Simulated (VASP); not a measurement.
A run of VASP 6.6.1:

Contents of INCAR:

```
PREC = Accurate
ENCUT = 520
EDIFF = 1E-6
ISMEAR = -1
SIGMA = 0.05
LREAL = False
LASPH = True
NELM = 60
ALGO = Normal
ISIF = 2
LWAVE = False
LCHARG = False
GGA = RP
IVDW = 13
NBANDS = 11
```

Contents of KPOINTS:

```
Automatic mesh
0
Gamma
  12 12 12
```

Contents of POSCAR:

```
Pd
1.0
    0.0000000000      1.9201927211      1.9201927211
    1.9201927211      0.0000000000      1.9201927211
    1.9201927211      1.9201927211      0.0000000000
Pd
1
Direct
    0.0000000000      0.0000000000      0.0000000000
```

Potentials or basis: VASP PAW PBE potentials, release 64 (Pd).

Run with:

```console
$ cat potpaw_PBE.64/Pd/POTCAR > POTCAR
$ mpirun -np 1 vasp_std > vasp.out
```

Hardware: 1 thread of Intel Xeon 6975P-C (shared host).

Estimate the wall time of this run.

Wall time 7.6 s on 1 thread of Intel Xeon 6975P-C, on a shared host, peak memory 0.13 GiB. Counts: scf iterations 12, k points 72.
